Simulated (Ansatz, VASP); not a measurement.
# One calculation of Si, two programs

```
Si
1.0
     0.00000    3.04515    2.60627
     2.45098    0.00000    2.60627
     2.45098    3.04515    0.00000
Si
2
Direct
  0.50000 0.50000 0.50000
  0.75000 0.75000 0.75000
```

Change from the starting cell: strain +e along x and -e along y -0.1100, strain +e along z and -e/2 along x and y -0.0350.

Alike in both runs: task single point; functional LDA; k mesh 12 × 12 × 12; occupations gaussian, width 0.05 eV; no spin polarisation.

|  | VASP | Ansatz |
| --- | --- | --- |
| version | VASP 6.6.1 | Ansatz 0.2.0 |
| potentials or method | VASP PAW LDA potentials, release 64 (Si), cutoff 520 eV | scalar-relativistic, plane waves, PAW |
| valence electrons in the cell | 8 | 8 |

```tsv
	VASP	Ansatz	Ansatz less VASP
gap on the k mesh at the Fermi level (eV)	none	none	-
pressure (GPa)	-0.1	-0.1	-0.05
traceless stress, the component that is largest in VASP (GPa)	-14.46	-14.47	-0.003
```

Ansatz warns that its potentials were made for another functional, while VASP's fit it. LDA's correlation is that of Perdew and Zunger in VASP and of Perdew and Wang (1992) in Ansatz. A gap of «none» marks a metal or a gap that the smearing closes.
